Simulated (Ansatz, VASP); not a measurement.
**Two plane-wave programs on Ga4Sb3As**

```
CELL_PARAMETERS angstrom
4.31386 0.00000 0.00000
0.00000 8.62890 0.00000
0.00000 0.00000 6.09263
ATOMIC_POSITIONS crystal
Ga 0.00000 0.76355 0.00855
Ga 0.50000 0.50000 0.50796
Ga 0.00000 0.23644 0.00855
Ga 0.50000 0.00000 0.47595
Sb 0.50000 0.75729 0.74984
Sb 0.00000 0.50000 0.24987
Sb 0.50000 0.24271 0.74984
As 0.00000 0.00000 0.24946
```

Alike in both runs: task single point; functional PBE; k mesh 4 × 2 × 4; occupations gaussian, width 0.1 eV; no spin polarisation.

|  | VASP | Ansatz |
| --- | --- | --- |
| version | VASP 6.6.1 | Ansatz 0.2.0 |
| potentials or method | VASP PAW PBE potentials, release 64 (Ga_d, Sb, As), cutoff 520 eV | scalar-relativistic, plane waves, PAW |
| valence electrons in the cell | 72 | 112 |

```tsv
	VASP	Ansatz	Ansatz less VASP
gap on the k mesh at the Fermi level (eV)	0.06	0.06	0.000
least direct gap on the mesh (eV)	0.06	0.06	0.000
pressure (GPa)	0.3	0.3	-0.09
traceless stress, the component that is largest in VASP (GPa)	-0.57	-0.57	+0.002
rms of the force components (eV/Å)	0.015	0.015	-0.0001
```

Atom by atom the forces differ by 0.001 eV/Å (rms over components). The functional is the same, so the differences come from potentials, cutoffs and numerics. VASP's potentials hold 72 valence electrons a cell and Ansatz's 112, so a difference there can come from the potentials and not from the codes.

Spin-orbit coupling is off throughout.
